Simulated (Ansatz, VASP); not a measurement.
# Ba: VASP beside Ansatz

Contents of INCAR:

```
PREC = Accurate
ENCUT = 600
EDIFF = 1E-7
ISMEAR = 1
SIGMA = 0.1
LREAL = False
LASPH = True
NELM = 60
ALGO = Normal
ISIF = 3
LWAVE = False
LCHARG = False
GGA = B5
ALDAX = 1.0
AGGAX = 1.0
AGGAC = 1.0
ALDAC = 0.0
IVDW = 12
VDW_S6 = 1.0
VDW_S8 = 2.6996
VDW_A1 = 0.4298
VDW_A2 = 4.2359
IBRION = 2
NSW = 80
EDIFFG = -0.01
```

File KPOINTS:

```
Automatic mesh
0
Gamma
  4 4 7
```

The input POSCAR:

```
Ba
1.0
    6.9960670000      0.0000000000      0.0000000000
   -3.4980335000      6.0587717486      0.0000000000
    0.0000000000      0.0000000000      3.9093940000
Ba
2
Direct
    0.3333330000      0.6666670000      0.5000000000
    0.6666670000      0.3333330000      0.5000000000
```

Input for Ansatz:

```yaml
crystal:
  lattice:
    - [6.996067, 0.0, 0.0]
    - [-3.4980334999999987, 6.058771748577986, 0.0]
    - [0.0, 0.0, 3.909394]
  atoms:
    - { symbol: Ba, position: [0.33333299999999993, 0.666667, 0.49999999999999994] }
    - { symbol: Ba, position: [0.6666669999999999, 0.333333, 0.49999999999999994] }
basis:
  ecutwfc: 530.0
kpoints:
  mp_grid:
    grid: [4, 4, 7]
hamiltonian:
  xc: blyp
  dispersion: d3bj
scf:
  occupations:
    method: cold
    width: 0.1
relax:
  f_tol: 0.01
  cell: {}
```

Alike in both runs: task relaxation of cell and atoms; functional BLYP; dispersion D3(BJ); k mesh 4 × 4 × 7; no spin polarisation.

|  | VASP | Ansatz |
| --- | --- | --- |
| version | VASP 6.6.1 | Ansatz 0.2.0 |
| potentials or method | VASP PAW PBE potentials, release 64 (Ba_sv), cutoff 600 eV | plane waves, PAW |
| occupations | methfessel-paxton of order 1, width 0.1 eV | cold, width 0.1 eV |
| valence electrons in the cell | 20 | 20 |

|  | VASP | Ansatz | Ansatz less VASP |
| --- | --- | --- | --- |
| relaxed volume (Å³/atom) | 79.26 | 77.51 | -1.743 |
| relaxed cell length with the largest relative difference (Å) | 6.900 | 6.836 | -0.0643 |

VASP's potentials were made for PBE, not for BLYP. Ansatz's warnings: structure snapped to symmetry.

Neither program's run includes spin-orbit coupling.
